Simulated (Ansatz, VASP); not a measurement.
One calculation of V, two programs

File INCAR:

```
  ALGO = Normal
  EDIFF = 1E-6
  ENCUT = 520
  GGA = PE
  ISIF = 2
  ISMEAR = -1
  ISPIN = 2
  IVDW = 12
  LASPH = True
  LCHARG = True
  LDAU = True
  LDAUJ = 0
  LDAUL = 2
  LDAUPRINT = 1
  LDAUTYPE = 2
  LDAUU = 8
  LELF = True
  LMAXMIX = 4
  LORBIT = 11
  LREAL = False
  LVHAR = True
  LWAVE = False
  MAGMOM = -2
  NBANDS = 16
  NELM = 150
  PREC = Accurate
  SIGMA = 0.15
```

Contents of KPOINTS:

```
k-points
0
Gamma
  12 12 12
```

The input POSCAR:

```
V
1.0
   -1.5143500000      1.5143500000      1.5143500000
    1.5143500000     -1.5143500000      1.5143500000
    1.5143500000      1.5143500000     -1.5143500000
V
1
Direct
    0.0000000000      0.0000000000      0.0000000000
```

input.yaml

```yaml
crystal:
  lattice:
    - [-1.51435, 1.51435, 1.51435]
    - [1.51435, -1.51435, 1.51435]
    - [1.51435, 1.51435, -1.51435]
  atoms:
    - { symbol: V, position: [0.0, 0.0, 0.0], spin: -2.0 }
hamiltonian:
  xc: pbe
  pseudopotentials: { kind: nc, accuracy: stringent }
  dispersion: d3bj
  hubbard:
    sites: [{ species: V, l: d, u_eff: 8.0 }]
    projectors: all-electron-atomic
magnetization:
  spin_polarized: true
kpoints:
  mp_grid: { grid: [12, 12, 12] }
scf:
  occupations: { method: fermi_dirac, width: 0.15 }
  n_extra_bands: 4
  initial_density: { chi_scale: 0.3 }
output:
  forces: true
  stress: true
  eigenvalues: true
  bader: false
  populations: intrinsic
  write_density: true
  write_potential: true
  elf: true
  volumetric_format: npy
```

Alike in both runs: functional PBE; dispersion D3(BJ); k mesh 12 × 12 × 12; occupations fermi-dirac, width 0.15 eV; collinear spin; Hubbard terms V d U = 8.0 eV.

|  | VASP | Ansatz |
| --- | --- | --- |
| version | VASP 6.6.1 | Ansatz 0.2.0 |
| potentials or method | VASP PAW PBE potentials, release 64 (V_sv) | PseudoDojo stringent (PBE files) |
| plane-wave cutoff (eV) | 520 | 1143 |
| valence electrons in the cell | 13 | 13 |
| task | single point | atomic charges |

Ansatz gave:

* gap on the k mesh at the Fermi level (eV): none
* net moment per atom (μB): 4.37
* size of the moment on the site where the two differ most (μB): 3.48

Problem. What did VASP give for the same quantities?

Solution. gap on the k mesh at the Fermi level (eV): none; net moment per atom (μB): 2.59; size of the moment on the site where the two differ most (μB): 2.44.

The net moments are unlike, so the other rows may belong to different states. Site moments also hang on the region over which each program counts them. The programs project onto different local orbitals, so the same U acts differently, and such runs can settle in different states. A gap of «none» marks a metal or a gap that the smearing closes.

Noted on Ansatz's run: the magnetic or orbital state may not be the lowest.
